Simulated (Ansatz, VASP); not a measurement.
# Two plane-wave programs on SiF

```xyz
2
Lattice="1.5663 0.9043 2.5807 -1.5663 0.9043 2.5807 0.0000 -1.8087 2.5807" Properties=species:S:1:pos:R:3 pbc="T T T"
Si    0.0000    0.0000    3.8710
F     0.0000    0.0000    0.0000
```

Alike in both runs: task relaxation of cell and atoms; functional PBE; k mesh 6 × 6 × 6; occupations gaussian, width 0.1 eV; no spin polarisation.

|  | VASP | Ansatz |
| --- | --- | --- |
| version | VASP 6.6.1 | Ansatz 0.2.0 |
| potentials or method | VASP PAW PBE potentials, release 64 (Si, F), cutoff 600 eV | scalar-relativistic, plane waves, PAW |
| valence electrons in the cell | 11 | 11 |

Ansatz gave:

* gap on the k mesh at the Fermi level, each at its own relaxed structure (eV): none
* relaxed volume (Å³/atom): 12.09
* relaxed cell length with the largest relative difference (Å): 4.192

**Question.** What did VASP give for the same quantities?

**Answer.** gap on the k mesh at the Fermi level, each at its own relaxed structure (eV): none; relaxed volume (Å³/atom): 11.51; relaxed cell length with the largest relative difference (Å): 4.020.

A gap of «none» marks a metal or a gap that the smearing closes. One of these differences is far larger than is usual between the two programs; its cause wasn't traced.

The k mesh is coarse, so the values compare programs but aren't converged.
